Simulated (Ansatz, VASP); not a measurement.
TiGe2W4 in VASP and in Ansatz

File INCAR:

```
SYSTEM = TiGe2W4
ALGO = Fast
EDIFF = 1E-6
EDIFFG = -0.01
ENCUT = 600
GGA = PE
IBRION = 2
ISIF = 3
ISMEAR = 0
LASPH = .TRUE.
LCHARG = .FALSE.
LREAL = .FALSE.
LWAVE = .FALSE.
NELM = 60
NSW = 100
PREC = Accurate
SIGMA = 0.1
```

Contents of KPOINTS:

```
k-points
0
G
  8 8 4
  0 0 0
```

The input POSCAR:

```
TiGe2W4
1.0
    3.7265796047      0.0000000000      0.0000000000
    0.0000000000      3.7265796047      0.0000000000
    0.0000000000      0.0000000000      8.6778462616
Ti Ge W
1 2 4
Direct
    0.5000000000      0.5000000000      0.0000000000
    0.5000000000      0.0000000000      0.7604018011
    0.0000000000      0.5000000000      0.2395981989
    0.5000000000      0.0000000000      0.2459352169
    0.0000000000      0.5000000000      0.7540647831
    0.5000000000      0.5000000000      0.5000000000
    0.0000000000      0.0000000000      0.5000000000
```

Input for Ansatz:

```yaml
crystal:
  lattice:
    - [3.7265796047, 0.0, 0.0]
    - [0.0, 3.7265796047, 0.0]
    - [0.0, 0.0, 8.6778462616]
  atoms:
    - { symbol: Ti, position: [0.5, 0.5, 0.0] }
    - { symbol: Ge, position: [0.5, 0.0, 0.7604018011] }
    - { symbol: Ge, position: [0.0, 0.5, 0.2395981989] }
    - { symbol: W, position: [0.5, 0.0, 0.2459352169] }
    - { symbol: W, position: [0.0, 0.5, 0.7540647831] }
    - { symbol: W, position: [0.5, 0.5, 0.5] }
    - { symbol: W, position: [0.0, 0.0, 0.5] }
basis:
  ecutwfc: 420
kpoints:
  mp_grid: { grid: [8, 8, 4] }
hamiltonian:
  xc: pbe
scf:
  occupations: { method: gaussian, width: 0.1 }
output:
  forces: true
  stress: true
  eigenvalues: true
relax:
  adjacent_minimum: "off"
  f_tol: 0.01
  max_steps: 80
  cell: { stress_tol: 0.05 }
```

Change from the starting cell: species swapped into the Pr2ZnAs4 type (P-4m2, No. 115).

Alike in both runs: task relaxation of cell and atoms; functional PBE; k mesh 8 × 8 × 4; occupations gaussian, width 0.1 eV; no spin polarisation.

|  | VASP | Ansatz |
| --- | --- | --- |
| version | VASP 6.6.1 | Ansatz 0.2.0 |
| potentials or method | VASP PAW PBE potentials, release 64 (Ti_sv, Ge_d, W_sv), cutoff 600 eV | scalar-relativistic, plane waves, PAW |
| valence electrons in the cell | 96 | 96 |

```tsv
	VASP	Ansatz	Ansatz less VASP
gap on the k mesh at the Fermi level, each at its own relaxed structure (eV)	none	none	-
relaxed volume (Å³/atom)	17.22	17.19	-0.032
relaxed length of the cell vector where the two differ most in proportion (Å)	3.739	3.735	-0.0041
```

A gap of «none» marks a metal or a gap that the smearing closes.

Spin-orbit coupling is off throughout.
